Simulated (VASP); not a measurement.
Wanted: the native input for a VASP 6.6.1 run.

```yaml
Task: single point
Functional: PBE
Potentials_or_basis: VASP PAW PBE potentials, release 64 (Sn_d, Te)
Cutoff: 520 eV
k_mesh: 8 × 8 × 8
Occupations: fermi-dirac, width 0.02 eV
Spin: no spin polarisation
Dipole_correction: no
Further_INCAR_settings: ALGO = Normal; EDIFF = 1e-06; NBANDS = 17
```

The structure of SnTe lies in POSCAR:

```
SnTe
1.0
    0.0000000000      3.1494876435      3.1921029621
    3.1494876435      0.0000000000      3.1921029621
    3.1494876435      3.1494876435      0.0000000000
Sn Te
1 1
Direct
    0.0000000000      0.0000000000      0.0000000000
    0.5000000000      0.5000000000      0.5000000000
```

This cell differs from its parent crystal: epitaxial xy strain -1.2%.

One way to write it, as run:

INCAR

```
PREC = Accurate
ENCUT = 520
EDIFF = 1E-6
ISMEAR = -1
SIGMA = 0.02
LREAL = False
LASPH = True
NELM = 60
ALGO = Normal
ISIF = 2
LWAVE = False
LCHARG = False
GGA = PE
NBANDS = 17
```

KPOINTS

```
Automatic mesh
0
Gamma
  8 8 8
```

Potentials or basis: VASP PAW PBE potentials, release 64 (Sn_d, Te).

Launch:

```bash
$ cat potpaw_PBE.64/Sn_d/POTCAR potpaw_PBE.64/Te/POTCAR > POTCAR
$ mpirun -np 1 vasp_std > vasp.out
```

It gave:

The pressure is 1.7 GPa. The band gap on the k mesh is 0.07 eV.

Caveat: the cell differs from its parent crystal (epitaxial xy strain -1.2%); spin-orbit coupling is left out, which moves the levels of the heavy elements.

It took 120 s on 1 thread of AMD EPYC 7R13, with other jobs on the host, peak memory 0.21 GiB.
